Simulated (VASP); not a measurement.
Crystal: V3F.

```
V F
1.0
     5.24040    0.00000    0.00000
    -2.62020    4.53832    0.00000
     0.00000    0.00000    4.20623
V F
6 2
Direct
  0.83300 0.66600 0.25000
  0.16700 0.83300 0.75000
  0.33400 0.16700 0.25000
  0.16700 0.33400 0.75000
  0.83300 0.16700 0.25000
  0.66600 0.83300 0.75000
  0.33333 0.66667 0.25000
  0.66667 0.33333 0.75000
```

| Property | Result |
| --- | --- |
| Program | VASP 6.6.1 |
| Task | relaxation of cell and atoms |
| Functional | PBE |
| Potentials or basis | VASP PAW PBE potentials, release 64 (V_sv, F) |
| Cutoff | 600 eV |
| k mesh | 6 × 6 × 4 |
| Occupations | gaussian, width 0.1 eV |
| Spin | no spin polarisation |

At the start: pressure 4.7 GPa; volume 12.50 Å³/atom.

Question: How do energy, volume and symmetry change on relaxing?

Answer: Over 8 steps the energy falls by 58.9 meV/atom and the volume is 13.34 Å³/atom (+6.7 %); space group P6_3/mmc (No. 194, to 0.1 Å) before and after.

Step by step:
| step | energy change (eV) | largest force (eV/Å) | pressure (GPa) | volume (Å³) |
| --- | --- | --- | --- | --- |
| 1 | 0.0000 | 1.1253 | 4.67 | 100.04 |
| 2 | -0.3415 | 0.6821 | -1.43 | 105.41 |
| 3 | -0.3958 | 0.4685 | -3.91 | 108.69 |
| 4 | -0.4326 | 0.3770 | 3.13 | 105.15 |
| 5 | -0.4654 | 0.0049 | 0.08 | 106.53 |
| 6 | -0.4653 | 0.0086 | 0.19 | 106.49 |
| 7 | -0.4687 | 0.0117 | 0.17 | 106.61 |
| 8 | -0.4712 | 0.0166 | 0.16 | 106.75 |

Final structure:
```
V F
1.0
     5.36531    0.00000    0.00000
    -2.68265    4.64649    0.00000
     0.00000    0.00000    4.28182
V F
6 2
Direct
  0.84587 0.69175 0.25000
  0.15413 0.84587 0.75000
  0.30825 0.15413 0.25000
  0.15413 0.30825 0.75000
  0.84587 0.15413 0.25000
  0.69175 0.84587 0.75000
  0.33333 0.66667 0.25000
  0.66667 0.33333 0.75000
```

Caveat: the k points lie up to 0.37 Å⁻¹ apart in the final cell; the run has no spin polarisation, though such a crystal can be magnetic.
